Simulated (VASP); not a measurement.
A run of VASP 6.6.1:

POSCAR

```
Ag
1.0
    0.0000000000      2.0958320200      2.0958320200
    2.0958320200      0.0000000000      2.0958320200
    2.0958320200      2.0958320200      0.0000000000
Ag
1
Direct
    0.0000000000      0.0000000000      0.0000000000
```

Contents of INCAR.step1:

```
SYSTEM = Ag
ALGO = Normal
EDIFF = 1E-6
ENCUT = 400
GGA = PE
GGA_COMPAT = .False.
ISIF = 2
ISMEAR = 0
IVDW = 12
LASPH = .True.
LCHARG = .True.
LMAXMIX = 4
LORBIT = 11
LORBMOM = .True.
LREAL = .False.
LSORBIT = .True.
LWAVE = .False.
MAGMOM = 0 0 0
NBANDS = 22
NEDOS = 2001
NELM = 200
PREC = Accurate
SIGMA = 0.15
```

The input KPOINTS.step1:

```
k-points
0
Gamma
  8 8 8
  0 0 0
```

The input INCAR.step2:

```
SYSTEM = Ag
ALGO = Normal
EDIFF = 1E-6
ENCUT = 400
GGA = PE
GGA_COMPAT = .False.
ICHARG = 11
ISIF = 2
ISMEAR = -5
IVDW = 12
LASPH = .True.
LCHARG = .False.
LMAXMIX = 4
LORBIT = 11
LORBMOM = .True.
LREAL = .False.
LSORBIT = .True.
LWAVE = .False.
MAGMOM = 0 0 0
NBANDS = 22
NEDOS = 2001
NELM = 200
PREC = Accurate
SIGMA = 0.15
```

File KPOINTS.step2:

```
k-points
0
Gamma
  12 12 12
  0 0 0
```

Potentials or basis: VASP PAW PBE potentials, release 64 (Ag).

The run is started by

```bash
$ cat potpaw_PBE.64/Ag/POTCAR > POTCAR
$ cp INCAR.step1 INCAR
$ cp KPOINTS.step1 KPOINTS
$ mpirun -np 1 vasp_ncl > vasp.out
$ cp INCAR.step2 INCAR
$ cp KPOINTS.step2 KPOINTS
$ mpirun -np 1 vasp_ncl > vasp.out
```

Hardware: 1 thread of Intel Xeon 8259CL, with other jobs on the host.

How long does it take, and how much memory?

Run time: 74 s on 1 thread of Intel Xeon 8259CL, on a shared host, peak memory 0.18 GiB. Counts: k points 72.
